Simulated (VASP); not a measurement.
A run of VASP 6.6.1 is set up as follows.

File INCAR:

```
  AGGAC = 1.0
  AGGAX = 1.0
  ALDAC = 0.0
  ALDAX = 1.0
  ALGO = Normal
  EDIFF = 1E-6
  ENCUT = 520
  GGA = B5
  ISIF = 2
  ISMEAR = 0
  LASPH = T
  LCHARG = F
  LREAL = F
  LWAVE = F
  NBANDS = 15
  NELM = 80
  PREC = Accurate
  SIGMA = 0.05
```

File KPOINTS:

```
k-points
0
Gamma
  8 8 8
```

The input POSCAR:

```
CaO
1.0
    0.0000000000      2.4350548383      2.4350548383
    2.4350548383      0.0000000000      2.4350548383
    2.4350548383      2.4350548383      0.0000000000
Ca O
1 1
Direct
    0.5000000000      0.5000000000      0.5000000000
    0.0000000000      0.0000000000      0.0000000000
```

Potentials or basis: VASP PAW PBE potentials, release 64 (Ca_sv, O).

Launch:

```sh
$ cat potpaw_PBE.64/Ca_sv/POTCAR potpaw_PBE.64/O/POTCAR > POTCAR
$ mpirun -np 1 vasp_std > vasp.out
```

(1) Estimate the pressure.

(2) Estimate the band gap on the k mesh.

## Answers

(1) 0.5 GPa.

(2) 3.73 eV, indirect (least direct gap 4.11 eV).

Caveat: the PAW data sets were made with another functional, which shifts forces and pressure a little.
